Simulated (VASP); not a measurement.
SnO, 2 atoms in the cell. The structure is cubic, space group F-43m (No. 216). The conventional cell has a = 5.416 Å, b = 5.416 Å, c = 5.416 Å, α = 90.00°, β = 90.00°, γ = 90.00°. Within 3.1 Å of Sn (site symmetry -43m) lie 4 O at 2.35 Å. Within 3.1 Å of O (site symmetry -43m) lie 4 Sn at 2.35 Å. 

- Program: VASP 6.6.1
- Task: single point
- Functional: PBE-based screened hybrid with 20 % exact exchange
- Potentials or basis: VASP PAW PBE potentials, release 64 (Sn_d, O)
- Cutoff: 520 eV
- k mesh: 4 × 4 × 4
- Occupations: fermi-dirac, width 0.02 eV
- Spin: no spin polarisation
- Dipole correction: no
- Grid for exact exchange (PRECFOCK): Normal
- Share of exact exchange: 0.2
- Further INCAR settings: ALGO = Normal; EDIFF = 1e-06; NBANDS = 17
- Screening parameter: 0.2078 1/Å

Potentials or basis: VASP PAW PBE potentials, release 64 (Sn_d, O).

Run with:

```bash
$ cat potpaw_PBE.64/Sn_d/POTCAR potpaw_PBE.64/O/POTCAR > POTCAR
$ cp INCAR.step1 INCAR
$ mpirun -np 1 vasp_std > vasp.out
$ cp INCAR.step2 INCAR
$ mpirun -np 1 vasp_std > vasp.out
```

Hardware: 1 thread of Intel Xeon 8259CL, with other jobs on the host.

Estimate the wall time of this run.

Run time: 14 min on 1 thread of Intel Xeon 8259CL, with other jobs on the host, peak memory 0.28 GiB. Counts: k points 8.
